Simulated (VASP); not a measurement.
TlCl:

```
Tl Cl
1.0
     3.83883    0.00000    0.00000
     0.00000    3.83883    0.00000
     0.00000    0.00000    3.83883
Tl Cl
1 1
Direct
  0.00000 0.00000 0.00000
  0.50000 0.50000 0.50000
```

Base run:

- Program: VASP 6.6.1
- Functional: HSE06
- Potentials or basis: VASP PAW PBE potentials, release 64 (Tl_d, Cl)
- Cutoff: 400 eV
- k mesh: 4 × 4 × 4
- Occupations: gaussian, width 0.01 eV
- Spin: no spin polarisation

Its results: band gap on the k mesh 2.85 eV, direct; pressure 0.8 GPa.

**Question.** The run is repeated on the same cell with these changes: functional from HSE06 to PBE0. What comes out?

**Answer.** Band gap on the k mesh 3.54 eV, direct; pressure 0.6 GPa.

Caveats: the PAW data sets were made with another functional, which shifts forces and pressure a little; spin-orbit coupling is left out, which moves the levels of the heavy elements.

A k mesh can miss the band edges.
